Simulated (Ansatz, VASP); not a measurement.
One calculation of C, two programs

```
C
1.0
     1.21893    0.70375    3.25631
    -1.21893    0.70375    3.25631
     0.00000   -1.40750    3.25631
C
2
Direct
  0.16658 0.16658 0.16658
  0.83342 0.83342 0.83342
```

Change from the starting cell: mode 5 frozen in at +0.000 Å, equal normal strain along x, y and z -0.0083.

Alike in both runs: task single point; functional PBEsol; dispersion D3(BJ); k mesh 15 × 15 × 15; occupations gaussian, width 0.05 eV; no spin polarisation.

|  | VASP | Ansatz |
| --- | --- | --- |
| version | VASP 6.6.1 | Ansatz 0.2.0 |
| potentials or method | VASP PAW PBE potentials, release 64 (C), cutoff 520 eV | scalar-relativistic, plane waves, PAW |
| valence electrons in the cell | 8 | 8 |

```csv
,VASP,Ansatz,Ansatz less VASP
gap on the k mesh at the Fermi level (eV),0.78,0.78,-0.001
least direct gap on the mesh (eV),0.78,0.78,-0.001
pressure (GPa),8.7,8.0,-0.71
"traceless stress, the component that is largest in VASP (GPa)",-8.49,-7.68,+0.806
```

VASP's potentials were made for PBE, not for PBEsol.
